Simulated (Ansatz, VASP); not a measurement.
Two plane-wave programs on Bi

```
Bi
1.0
    -1.77497    1.77497    2.57903
     1.77497   -1.77497    2.57903
     1.77497    1.77497   -2.57903
Bi
1
Direct
  0.00000 0.00000 0.00000
```

Alike in both runs: task single point; functional PBE; dispersion D3(BJ); k mesh 18 × 18 × 18; occupations gaussian, width 0.15 eV; no spin polarisation.

|  | VASP | Ansatz |
| --- | --- | --- |
| version | VASP 6.6.1 | Ansatz 0.2.0 |
| potentials or method | VASP PAW PBE potentials, release 64 (Bi_d), cutoff 520 eV | scalar-relativistic, plane waves, PAW |
| valence electrons in the cell | 15 | 15 |

```csv
,VASP,Ansatz,Ansatz less VASP
gap on the k mesh at the Fermi level (eV),none,none,-
pressure (GPa),-3.5,-3.5,+0.05
"traceless stress, the component that is largest in VASP (GPa)",0.22,0.22,-0.001
```

A gap of «none» marks a metal or a gap that the smearing closes.

Spin-orbit coupling is off throughout.
